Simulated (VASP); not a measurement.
# Cd (P6/mmm) in VASP: a series of runs

The runs below take Cd through single point, with PBE.

All numbers are computed with VASP 6.6.1; they aren't measurements. Logs are shortened: lines on timing, memory, paths and dates and some standing lists are left out, and cuts for length are marked.

## (1) The cell of the first run

It takes space group P6/mmm (No. 191, hexagonal). Conventional cell: a = 4.226 Å, b = 4.226 Å, c = 2.523 Å, α = 90.00°, β = 90.00°, γ = 120.00°. Cd (site symmetry 6/mmm) has 14 Cd at 2.52 to 2.75 Å within 3.3 Å. Within 3.2 Å of Cd (site symmetry -6m2) lie 11 Cd at 2.44 to 2.75 Å.

## (2) Single point, PBE (volume scaled by 0.55)

Input file INCAR:

```
  ALGO = Normal
  EDIFF = 1E-6
  ENCUT = 520
  GGA = PE
  ISIF = 2
  ISMEAR = -1
  LASPH = T
  LCHARG = F
  LREAL = F
  LWAVE = F
  NBANDS = 25
  NELM = 80
  PREC = Accurate
  SIGMA = 0.08
```

Input file KPOINTS:

```
k-points
0
Gamma
  7 7 10
```

Input file POSCAR:

```
Cd
1.0
    4.2263310794      0.0000000000      0.0000000000
   -2.1131655397      3.6601100796      0.0000000000
    0.0000000000      0.0000000000      2.5225718204
Cd
3
Direct
    0.0000000000      0.0000000000      0.0000000000
    0.3333333333      0.6666666667      0.5000000000
    0.6666666667      0.3333333333      0.5000000000
```

Potentials or basis: VASP PAW PBE potentials, release 64 (Cd).

Run with:

```bash
$ cat potpaw_PBE.64/Cd/POTCAR > POTCAR
$ mpirun -np 1 vasp_std > vasp.out
```

OUTCAR:

```text
EDIFF = 1E-6
   ENCUT = 520
   GGA = PE
   ISIF = 2
   ISMEAR = -1
   LASPH = T
   LREAL = F
   NELM = 80
   PREC = Accurate

 ion  position               nearest neighbor table
   1  0.000  0.000  0.000-   2 2.75   3 2.75   2 2.75   3 2.75   3 2.75   3 2.75   2 2.75   2 2.75
                             3 2.75   3 2.75   2 2.75   2 2.75
   2  0.333  0.667  0.500-   3 2.44   3 2.44   3 2.44   1 2.75   1 2.75   1 2.75   1 2.75   1 2.75
                             1 2.75   3 3.51   3 3.51   3 3.51   3 3.51   3 3.51   3 3.51
   3  0.667  0.333  0.500-   2 2.44   2 2.44   2 2.44   1 2.75   1 2.75   1 2.75   1 2.75   1 2.75
                             1 2.75   2 3.51   2 3.51   2 3.51   2 3.51   2 3.51   2 3.51

  LATTYP: Found a hexagonal cell.
 ALAT       =     4.2263310794
 C/A-ratio  =     0.5968703760

  Lattice vectors:

 A1 = (   4.2263310794,   0.0000000000,   0.0000000000)
 A2 = (  -2.1131655397,   3.6601100796,   0.0000000000)
 A3 = (   0.0000000000,   0.0000000000,   2.5225718204)

Analysis of symmetry for initial positions (statically):
=====================================================================
 Subroutine PRICEL returns:
 Original cell was already a primitive cell.

 Routine SETGRP: Setting up the symmetry group for a
 hexagonal supercell.

 Subroutine GETGRP returns: Found 24 space group operations
 (whereof 24 operations were pure point group operations)
 out of a pool of 24 trial point group operations.

The static configuration has the point symmetry D_6h.

Analysis of symmetry for dynamics (positions and initial velocities):
=====================================================================
 Subroutine PRICEL returns:
 Original cell was already a primitive cell.

 Routine SETGRP: Setting up the symmetry group for a
 hexagonal supercell.

 Subroutine GETGRP returns: Found 24 space group operations
 (whereof 24 operations were pure point group operations)
 out of a pool of 24 trial point group operations.

The dynamic configuration has the point symmetry D_6h.

 Subroutine INISYM returns: Found 24 space group operations
 (whereof 24 operations are pure point group operations),
 and found     1 'primitive' translations

----------------------------------------------------------------------------------------

                                     Primitive cell

  volume of cell :      39.0213

  direct lattice vectors                    reciprocal lattice vectors
     4.226331079  0.000000000  0.000000000     0.236611846  0.136607913  0.000000000
    -2.113165540  3.660110080  0.000000000     0.000000000  0.273215826  0.000000000
     0.000000000  0.000000000  2.522571820     0.000000000  0.000000000  0.396420824

  length of vectors
     4.226331079  4.226331079  2.522571820     0.273215826  0.273215826  0.396420824

  position of ions in fractional coordinates (direct lattice)
     0.000000000  0.000000000  0.000000000
     0.333333333  0.666666667  0.500000000
     0.666666667  0.333333333  0.500000000

  ion indices of the primitive-cell ions
   primitive index   ion index
                 1           1
                 2           2
                 3           3

----------------------------------------------------------------------------------------

 KPOINTS: k-points

Automatic generation of k-mesh.
 Grid dimensions read from file:
 generate k-points for:    7    7   10

 Generating k-lattice:

  Cartesian coordinates                     Fractional coordinates (reciprocal lattice)
     0.033801692  0.019515416  0.000000000     0.142857143  0.000000000  0.000000000
     0.000000000  0.039030832  0.000000000     0.000000000  0.142857143  0.000000000
     0.000000000  0.000000000  0.039642082     0.000000000  0.000000000  0.100000000

  Length of vectors
     0.039030832  0.039030832  0.039642082

  Shift w.r.t. Gamma in fractional coordinates (k-lattice)
     0.000000000  0.000000000  0.000000000

 Subroutine IBZKPT returns following result:
 ===========================================

 Found     48 irreducible k-points:

 Following reciprocal coordinates:
            Coordinates               Weight
  0.000000  0.000000  0.000000      1.000000
  0.142857  0.000000  0.000000      6.000000
  0.285714  0.000000  0.000000      6.000000
  0.428571  0.000000  0.000000      6.000000
  0.142857  0.142857  0.000000      6.000000
  0.285714  0.142857  0.000000     12.000000
[... 16 lines left out ...]
  0.428571  0.142857  0.200000     12.000000
  0.285714  0.285714  0.200000     12.000000
 [... further k-points ...]
   k-points           NKPTS =     48   k-points in BZ     NKDIM =     48   number of bands    NBANDS=     25
   number of dos      NEDOS =    301   number of ions     NIONS =      3
   total plane-waves  NPLWV =  20480
   dimension x,y,z NGX =    32 NGY =   32 NGZ =   20
   dimension x,y,z NGXF=    64 NGYF=   64 NGZF=   40
   ions per type =               3
   NGX,Y,Z   is equivalent  to a cutoff of  12.59, 12.59, 13.18 a.u.
   NGXF,Y,Z  is equivalent  to a cutoff of  25.17, 25.17, 26.36 a.u.
 SYSTEM =  unknown system
   PREC   = accura    normal or accurate (medium, high low for compatibility)
   ISTART =      0    job   : 0-new  1-cont  2-samecut
   ICHARG =      2    charge: 1-file 2-atom 10-const
   ISPIN  =      1    spin polarized calculation?
   LNONCOLLINEAR =      F non collinear calculations
   LSORBIT =      F    spin-orbit coupling
   LASPH  =      T    aspherical Exc in radial PAW
   ENCUT  =  520.0 eV  38.22 Ry    6.18 a.u.   7.86  7.86  4.69*2*pi/ulx,y,z
   NELM   =     80;   NELMIN=  2; NELMDL= -5     # of ELM steps
   EDIFF  = 0.1E-05   stopping-criterion for ELM
   LREAL  =      F    real-space projection
   EDIFFG = 0.1E-04   stopping-criterion for IOM
   NSW    =      0    number of steps for IOM
   IBRION =     -1    ionic relax: 0-MD 1-quasi-New 2-CG
   NFREE  =      0    steps in history (QN), initial steepest desc. (CG)
   ISIF   =      2    stress and relaxation
   ISYM   =      2    0-nonsym 1-usesym 2-fastsym
   POTIM  = 0.5000    time-step for ionic-motion
   TEBEG  =    0.0;   TEEND  =   0.0 temperature during run
   PSTRESS=    0.0 pullay stress
   NELECT =      36.0000    total number of electrons
   NUPDOWN=      -1.0000    fix difference up-down
   EMIN   =  10.00;   EMAX   =-10.00  energy-range for DOS
   EFERMI =   0.00;   METHOD = LEGACY
   ISMEAR =    -1;   SIGMA  =   0.08  broadening in eV -4-tet -1-fermi 0-gaus
   EFERMI_NEDOS =   21; number of points for ismear=-14 and -15
   IALGO  =     38    algorithm
   IMIX   =      4    mixing-type and parameters
     AMIX     =   0.40;   BMIX     =  1.00
     AMIX_MAG =   1.60;   BMIX_MAG =  1.00
  volume/ion in A,a.u.               =      13.01        87.78
  Fermi-wavevector in a.u.,A,eV,Ry     =   1.593707  3.011670 34.557483  2.539903
  Thomas-Fermi vector in A             =   2.691895
   LORBIT       =      0    0 simple, 1 ext, 2 COOP (PROOUT), +10 PAW based schemes
   GGA     = PE    functional components
   LHFCALC =     F    Hartree Fock is set to
   AEXX    =    0.0000 exact exchange contribution
   IVDW    =     0    specifies the selected vdW correction
   LEPSILON=     F    determine dielectric tensor
   LRPA    =     F    only Hartree local field effects (RPA)
 non-spin polarized calculation
  energy-cutoff  :      520.00
  volume of cell :       39.02
 maximum number of plane-waves:      1068
 NGX is ok and might be reduce to    32
   NGX = 15   NGY = 15   NGZ =  9

 number of electron      35.9999998 magnetization

 Free energy of the ion-electron system (eV)
  ---------------------------------------------------
  ext. energy  EPLUGINS =         0.00000000
  ---------------------------------------------------
  free energy    TOTEN  =         4.62658978 eV

  energy without entropy =        4.64518173  energy(sigma->0) =        4.63588575

 E-fermi :   8.9689     XC(G=0): -14.0124

 val. band max:        8.9453132181   @ k =   0.4286   0.0000   0.2000
 cond. band min:       8.9868581223   @ k =   0.0000   0.0000   0.0000
 fundamental gap:      0.0415449043
 Fermi energy:         8.9689206408

 k-point     1 :       0.0000    0.0000    0.0000
  band No.  band energies     occupation
      1      -5.8266      2.00000
      2      -5.4266      2.00000
      3      -4.0227      2.00000
      4      -3.9803      2.00000
      5      -3.6814      2.00000
      6      -3.6814      2.00000
[... 17 lines left out ...]
     24      25.2010      0.00000
     25      26.1234      0.00000

 k-point     2 :       0.1429    0.0000    0.0000
  band No.  band energies     occupation
      1      -5.6008      2.00000
      2      -5.3108      2.00000
      3      -4.3304      2.00000
      4      -4.1126      2.00000
      5      -4.0747      2.00000
      6      -3.9585      2.00000
[... 17 lines left out ...]
     24      24.3313      0.00000
     25      25.3470      0.00000

 k-point     3 :       0.2857    0.0000    0.0000
  band No.  band energies     occupation
      1      -5.2711      2.00000
      2      -4.9616      2.00000
      3      -4.7566      2.00000
      4      -4.3136      2.00000
      5      -4.2828      2.00000
      6      -4.0217      2.00000
[... 17 lines left out ...]
     24      22.2008      0.00000
     25      23.3505      0.00000

 k-point     4 :       0.4286    0.0000    0.0000
  band No.  band energies     occupation
      1      -5.3941      2.00000
      2      -4.8440      2.00000
      3      -4.5182      2.00000
      4      -4.4947      2.00000
      5      -4.3820      2.00000
      6      -3.6559      2.00000
[... 17 lines left out ...]
     24      20.2130      0.00000
     25      22.4068      0.00000
[... 477 lines left out ...]
 k-point    22 :       0.2857    0.1429    0.2000
  band No.  band energies     occupation
      1      -4.9369      2.00000
      2      -4.5211      2.00000
      3      -4.4468      2.00000
      4      -4.1970      2.00000
      5      -3.6682      2.00000
      6      -3.5111      2.00000
[... 17 lines left out ...]
     24      20.0184      0.00000
     25      20.2490      0.00000

 k-point    23 :       0.4286    0.1429    0.2000
  band No.  band energies     occupation
      1      -5.0233      2.00000
      2      -4.4961      2.00000
      3      -4.3260      2.00000
      4      -4.1448      2.00000
      5      -3.7039      2.00000
      6      -3.6690      2.00000
[... 17 lines left out ...]
     24      19.9095      0.00000
     25      21.4050      0.00000

 k-point    24 :       0.2857    0.2857    0.2000
  band No.  band energies     occupation
      1      -5.0451      2.00000
      2      -4.4640      2.00000
      3      -4.3737      2.00000
      4      -4.1403      2.00000
      5      -3.7300      2.00000
      6      -3.7263      2.00000
[... 17 lines left out ...]
     24      18.3056      0.00000
     25      22.0454      0.00000

 [... further k-points ...]

------------------------ aborting loop because EDIFF is reached ----------------------------------------

  FORCE on cell =-STRESS in cart. coord.  units (eV):
  Direction    XX          YY          ZZ          XY          YZ          ZX
  --------------------------------------------------------------------------------------
  -------------------------------------------------------------------------------------
  Total       31.2351170     31.2351170     31.3103370      0.0000000      0.0000000      0.0000000
  in kB     1282.4856552   1282.4856552   1285.5741203      0.0000000      0.0000000      0.0000000
  external PRESSURE =    1283.5151436 kB  Pullay stress =       0.0000000 kB

 VOLUME and BASIS-vectors are now :
 -----------------------------------------------------------------------------
  energy-cutoff  :      520.00
  volume of cell :       39.02
      direct lattice vectors                 reciprocal lattice vectors
     4.226331079  0.000000000  0.000000000     0.236611846  0.136607913  0.000000000
    -2.113165540  3.660110080  0.000000000     0.000000000  0.273215826  0.000000000
     0.000000000  0.000000000  2.522571820     0.000000000  0.000000000  0.396420824

 POSITION                                       TOTAL-FORCE (eV/Angst)
 -----------------------------------------------------------------------------------
      0.00000      0.00000      0.00000         0.000000      0.000000      0.000000
     -0.00000      2.44007      1.26129         0.000000      0.000000      0.000000
      2.11317      1.22004      1.26129        -0.000000      0.000000     -0.000000
 -----------------------------------------------------------------------------------
    total drift:                               -0.000000      0.000000      0.000000

  FREE ENERGIE OF THE ION-ELECTRON SYSTEM (eV)
  ---------------------------------------------------
  free  energy   TOTEN  =         4.6265897759 eV

  energy  without entropy=        4.6451817319  energy(sigma->0) =        4.63588575
```

Run time: 68 s. Hardware: 1 thread of AMD EPYC 7R13, shared host; peak memory 0.14 GiB.

Results:

| Item | Value |
| --- | --- |
| Free energy | 4.6266 eV |
| Pressure | 128.4 GPa |
| Band gap on the k mesh | zero (band 18 reaches 12.35 eV, above the bottom of band 19 at 8.24 eV) |

Levels at points of the mesh, in eV from the Fermi level:
```csv
k point,band 14,band 15,band 16,band 17,band 18,band 19,band 20,band 21,band 22,band 23
"(0.00, 0.00, 0.00)",-11.42,-10.07,-10.07,0.02,0.02,0.05,0.05,1.29,1.57,9.83
"(0.00, 0.00, 0.50)",-10.34,-9.45,-6.15,-5.24,3.38,3.88,3.88,5.08,5.08,5.08
```

Caveat: the cell differs from its parent crystal (volume scaled by 0.55).

## (3) Single point, PBE

This run uses another cell than the first one, of 20.10 Å³/atom, 1.545 times its volume.

Input file INCAR:

```
SYSTEM = Cd
ALGO = Normal ; EDIFF = 1E-6
ENCUT = 520 ; GGA = PE
ISIF = 2 ; ISMEAR = -1
LASPH = .True. ; LCHARG = .False.
LREAL = .False. ; LWAVE = .False.
NBANDS = 25 ; NELM = 100
PREC = Accurate ; SIGMA = 0.08
```

Input file KPOINTS:

```
k-points
0
Gamma
  7 7 10
  0 0 0
```

Input file POSCAR:

```
Cd
1.0
    4.8921185623      0.0000000000      0.0000000000
   -2.4460592812      4.2366989533      0.0000000000
    0.0000000000      0.0000000000      2.9095971295
Cd
3
Direct
    0.0000000000      0.0000000000      0.0000000000
    0.3333333333      0.6666666667      0.5000000000
    0.6666666667      0.3333333333      0.5000000000
```

Potentials or basis: VASP PAW PBE potentials, release 64 (Cd).

Run with:

```bash
$ cat potpaw_PBE.64/Cd/POTCAR > POTCAR
$ mpirun -np 1 vasp_std > vasp.out
```

Wall time 96 s (1 thread of AMD EPYC 7R13, shared host); peak memory 0.18 GiB.

The run converged. Its results:

```yaml
Free_energy: -1.7915 eV
Pressure: 10.2 GPa
Band_gap_on_the_k_mesh: zero (band 18 reaches 7.11 eV, above the bottom of band 19 at 2.65 eV)
```

Stress tensor (GPa, compression positive):
```
10.11  0.00  0.00
 0.00 10.11  0.00
 0.00  0.00 10.25
```

Levels at points of the mesh, in eV from the Fermi level:
```
           k point  band 16  band 17  band 18  band 19  band 20  band 21
(0.00, 0.00, 0.00)    -8.51     0.42     0.65     0.69     0.69     0.70
(0.00, 0.00, 0.50)    -3.89    -3.87     3.50     3.78     3.78     4.03
```
